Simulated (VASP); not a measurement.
Input of a VASP 6.6.1 run:

The input INCAR:

```
ALGO = Normal ; EDIFF = 1E-6
ENCUT = 520 ; GGA = PS
ISIF = 2 ; ISMEAR = -1
LASPH = True ; LCHARG = False
LREAL = False ; LWAVE = False
NBANDS = 8 ; NELM = 100
PREC = Accurate ; SIGMA = 0.1
```

KPOINTS

```
k-points
0
Gamma
  12 12 12
```

The input POSCAR:

```
Sb
1.0
    3.0593484534      0.0000000000      0.0000000000
    0.0000000000      3.0593484534      0.0000000000
    0.0000000000      0.0000000000      3.0593484534
Sb
1
Direct
    0.0000000000      0.0000000000      0.0000000000
```

Potentials or basis: VASP PAW PBE potentials, release 64 (Sb).

Command:

```bash
$ cat potpaw_PBE.64/Sb/POTCAR > POTCAR
$ mpirun -np 1 vasp_std > vasp.out
```

Problem. What does it give for the pressure?

Solution. 0.3 GPa.

Caveat: the PAW data sets were made with another functional, which shifts forces and pressure a little.
